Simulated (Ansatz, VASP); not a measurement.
# Two plane-wave programs on BC5

Contents of INCAR:

```
PREC = Accurate
ENCUT = 520
EDIFF = 1E-6
ISMEAR = -1
SIGMA = 0.1
LREAL = F
LASPH = T
NELM = 80
ALGO = Normal
ISIF = 2
LWAVE = F
LCHARG = F
GGA = PE
NBANDS = 20
```

The input KPOINTS:

```
Automatic mesh
0
Gamma
  6 6 2
```

The input POSCAR:

```
BC5
1.0
    2.5515510000      0.0000000000      0.0000000000
   -1.2757755000      2.2097079851      0.0000000000
    0.0000000000      0.0000000000      6.3996570000
B C
1 5
Direct
    0.3333330000      0.6666670000      0.0075860000
    0.3333330000      0.6666670000      0.2595110000
    0.6666670000      0.3333330000      0.3390330000
    0.0000000000      0.0000000000      0.6645630000
    0.6666670000      0.3333330000      0.5813640000
    0.0000000000      0.0000000000      0.8989420000
```

Input for Ansatz:

```yaml
crystal:
  lattice:
    - [2.551551, 0.0, 0.0]
    - [-1.2757754999999993, 2.209707985051588, 0.0]
    - [0.0, 0.0, 6.399657]
  atoms:
    - { symbol: B, position: [0.333333, 0.666667, 0.007585999999999998] }
    - { symbol: C, position: [0.333333, 0.666667, 0.259511] }
    - { symbol: C, position: [0.666667, 0.333333, 0.339033] }
    - { symbol: C, position: [0.0, 0.0, 0.664563] }
    - { symbol: C, position: [0.666667, 0.333333, 0.581364] }
    - { symbol: C, position: [0.0, 0.0, 0.8989419999999999] }
basis:
  ecutwfc: 470.0
kpoints:
  mp_grid:
    grid: [6, 6, 2]
hamiltonian:
  xc: pbe
scf:
  occupations:
    method: fermi_dirac
output:
  stress: true
```

Alike in both runs: task single point; functional PBE; k mesh 6 × 6 × 2; no spin polarisation.

```csv
,VASP,Ansatz
version,VASP 6.6.1,Ansatz 0.2.0
potentials or method,"VASP PAW PBE potentials, release 64 (B, C), cutoff 520 eV","plane waves, PAW"
occupations,"fermi-dirac, width 0.1 eV",fermi-dirac
valence electrons in the cell,23,23
```

Ansatz gave:

| Property | Result |
| --- | --- |
| pressure (GPa) | -0.6 |
| traceless stress, the component that is largest in VASP (GPa) | -1.87 |

Estimate VASP's values.

pressure (GPa): -0.1; traceless stress, the component that is largest in VASP (GPa): -1.80.

Ansatz's warnings: structure snapped to symmetry.

The k mesh is coarse, so the values compare programs but aren't converged.
